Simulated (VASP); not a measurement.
## F: single point with PBEsol

F:

```
CELL_PARAMETERS angstrom
3.08957 -1.71962 -0.23829
3.08957 1.71962 -0.23829
-2.33990 0.00000 6.89357
ATOMIC_POSITIONS crystal
F 0.08485 0.08485 0.09400
F 0.91515 0.91515 0.90600
F 0.50157 0.50157 0.59372
F 0.49843 0.49843 0.40628
```

```yaml
Program: VASP 6.6.1
Task: single point
Functional: PBEsol
Potentials_or_basis: VASP PAW PBE potentials, release 64 (F)
Cutoff: 520 eV
k_mesh: 4 × 4 × 2
Occupations: gaussian, width 0.05 eV
Spin: no spin polarisation
```

The pressure is 4.4 GPa, the largest force is 2.358 eV/Å and the band gap on the k mesh is 3.51 eV, indirect (least direct gap 3.62 eV).

Forces in eV/Å, atoms in the order of the input:
```
F    1.058  0.000  2.094
F   -1.058  0.000 -2.094
F   -0.734  0.000  2.241
F    0.734  0.000 -2.241
```

Stress tensor (GPa, compression positive):
```
 1.70  0.00  0.85
 0.00 -0.46  0.00
 0.85  0.00 12.10
```

Levels at points of the mesh, in eV from the valence-band top:
| k point | band 10 | band 11 | band 12 | band 13 | band 14 | band 15 | band 16 | band 17 | band 18 | band 19 |
| --- | --- | --- | --- | --- | --- | --- | --- | --- | --- | --- |
| (0.00, 0.00, 0.00) | -3.95 | -0.40 | -0.19 | -0.15 | -0.11 | 3.51 | 4.37 | 8.53 | 11.01 | 12.26 |
| (0.50, 0.00, 0.00) | -4.08 | -0.43 | -0.36 | -0.33 | -0.22 | 3.99 | 4.07 | 12.55 | 12.71 | 14.30 |
| (0.50, 0.50, 0.00) | -4.00 | -0.38 | -0.32 | -0.22 | 0.00 | 3.93 | 4.04 | 12.72 | 12.95 | 13.17 |
| (0.00, 0.00, 0.50) | -3.96 | -0.34 | -0.24 | -0.19 | -0.12 | 3.86 | 3.94 | 9.45 | 9.47 | 14.90 |
| (0.50, 0.00, 0.50) | -4.03 | -0.57 | -0.40 | -0.24 | -0.08 | 3.80 | 4.23 | 12.48 | 13.32 | 13.51 |
| (0.50, 0.50, 0.50) | -4.07 | -0.41 | -0.30 | -0.19 | -0.12 | 3.97 | 4.05 | 12.34 | 12.51 | 14.60 |

Wall time 44 s on 1 thread of AMD EPYC 7R13 (shared host), peak memory 0.15 GiB.

Caveat: the k points lie up to 0.53 Å⁻¹ apart; the PAW data sets were made with another functional, which shifts forces and pressure a little. A k mesh can miss the band edges.
